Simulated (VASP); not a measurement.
**Y: single point with LDA**

The system is Y.

```
Y
1.0
     5.40212    0.00000    0.00000
    -2.70106    4.67838    0.00000
     0.00000    0.00000    3.36339
Y
3
Direct
  0.00000 0.00000 0.00000
  0.33333 0.66667 0.50000
  0.66667 0.33333 0.50000
```

This cell differs from its parent crystal: volume scaled by 0.96.

```yaml
Program: VASP 6.6.1
Task: single point
Functional: LDA
Potentials_or_basis: VASP PAW LDA potentials, release 64 (Y_sv)
Cutoff: 520 eV
k_mesh: 8 × 8 × 10
Occupations: fermi-dirac, width 0.1 eV
Spin: no spin polarisation
Dipole_correction: no
Further_INCAR_settings: ALGO = Normal; EDIFF = 1e-06; NBANDS = 24
```

* Pressure: 1.8 GPa

Stress tensor (GPa, compression positive):
```
1.85 0.00 0.00
0.00 1.85 0.00
0.00 0.00 1.62
```

Levels at points of the mesh, in eV from the Fermi level:
```csv
k point,band 14,band 15,band 16,band 17,band 18,band 19,band 20,band 21
"(0.00, 0.00, 0.00)",-1.31,0.21,0.21,0.26,0.26,0.47,1.79,2.57
"(0.50, 0.00, 0.00)",-2.61,-2.02,0.30,0.44,0.45,0.96,1.57,1.63
"(0.00, 0.00, 0.50)",-1.41,-1.41,-0.87,-0.85,-0.85,1.87,1.87,2.43
"(0.50, 0.00, 0.50)",-1.49,-1.00,-0.44,0.07,0.12,1.30,1.37,1.78
```

Run time: 94 s on 1 thread of Intel(R) Xeon(R) Platinum 8259CL CPU @ 2.50GHz (Skylake/Cascade Lake), with other jobs on the host, peak memory 0.24 GiB.
